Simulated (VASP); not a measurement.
Wanted: the native input for a VASP 6.6.1 run.

- Task: single point
- Functional: PBE
- Potentials or basis: VASP PAW PBE potentials, release 64 (B, P)
- Cutoff: 500 eV
- k mesh: 10 × 10 × 10
- Occupations: gaussian, width 0.01 eV
- Spin: no spin polarisation
- Dipole correction: no
- Further INCAR settings: ALGO = Normal; EDIFF = 1e-06; NBANDS = 11

The structure of BP (pbe) lies in POSCAR:

```
BP
1.0
    0.0000000000      2.2892129729      2.2892129729
    2.2892129729      0.0000000000      2.2892129729
    2.2892129729      2.2892129729      0.0000000000
B P
1 1
Direct
    0.0000000000      0.0000000000      0.0000000000
    0.2500000000      0.2500000000      0.2500000000
```

This cell differs from its parent crystal: volume scaled by 1.02.

One way to write it, as run:

INCAR

```
SYSTEM = BP
PREC = Accurate
ENCUT = 500
EDIFF = 1E-6
ISMEAR = 0
SIGMA = 0.01
LREAL = .False.
LASPH = .True.
NELM = 120
ALGO = Normal
ISIF = 2
LWAVE = .False.
LCHARG = .False.
GGA = PE
NBANDS = 11
GGA_COMPAT = .False.
```

KPOINTS

```
Automatic mesh
0
Gamma
  10 10 10
  0 0 0
```

Potentials or basis: VASP PAW PBE potentials, release 64 (B, P).

Command:

```sh
$ cat potpaw_PBE.64/B/POTCAR potpaw_PBE.64/P/POTCAR > POTCAR
$ mpirun -np 1 vasp_std > vasp.out
```

It gave:

```json
{"Pressure": "-3.3 GPa", "Band gap on the k mesh": "1.28 eV, indirect (least direct gap 3.36 eV)"}
```

Run time: 16 s on 1 thread of AMD EPYC 7R43 64-Core Processor (Zen 3), on a shared host, peak memory 0.1 GiB.
